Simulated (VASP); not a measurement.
Here is a VASP 6.6.1 calculation.

INCAR

```
SYSTEM = SnO2
PREC     = Accurate       ! precision mode
ENCUT    = 520            ! plane-wave cutoff, eV
EDIFF    = 1E-6           ! SCF threshold, eV
ISMEAR   = -1             ! smearing method
SIGMA    = 0.02           ! smearing width, eV
LREAL    = .False.        ! projectors in reciprocal space
LASPH    = .True.         ! aspherical terms in the spheres
NELM     = 100            ! most SCF steps
ALGO     = Normal         ! electronic algorithm
ISIF     = 2              ! what is computed and relaxed
LWAVE    = .False.        ! write WAVECAR
LCHARG   = .True.         ! write CHGCAR
GGA      = PE             ! functional
LELF     = .True.         ! ELF
LVHAR    = .True.       
NBANDS   = 35             ! bands
```

KPOINTS

```
regular mesh
0
Gamma
  6 6 8
  0 0 0
```

File POSCAR:

```
SnO2
1.0
    4.6177565128      0.0000000000      0.0000000000
    0.0000000000      4.6177565128      0.0000000000
    0.0000000000      0.0000000000      3.1040778629
Sn O
2 4
Direct
    0.0000000000      0.0000000000      0.0000000000
    0.5000000000      0.5000000000      0.5000000000
    0.3041103291      0.3041103291      0.0000000000
    0.1958896709      0.8041103291      0.5000000000
    0.8041103291      0.1958896709      0.5000000000
    0.6958896709      0.6958896709      0.0000000000
```

Potentials or basis: VASP PAW PBE potentials, release 64 (Sn_d, O).

Run with:

```sh
$ cat potpaw_PBE.64/Sn_d/POTCAR potpaw_PBE.64/O/POTCAR > POTCAR
$ mpirun -np 1 vasp_std > vasp.out
```

Question: Estimate the largest force.

Answer: 0.047 eV/Å.

Question: Predict the pressure.

Answer: 32.8 GPa.

Question: Predict the band gap on the k mesh.

Answer: 2.16 eV, direct.

Forces on the atoms (eV/Å):
```
Sn   0.000  0.000  0.000
Sn   0.000  0.000  0.000
O   -0.033 -0.033  0.000
O    0.033 -0.033  0.000
O   -0.033  0.033  0.000
O    0.033  0.033  0.000
```

Caveat: the cell differs from its parent crystal (strain -3.0%); spin-orbit coupling is left out, which moves the levels of the heavy elements.
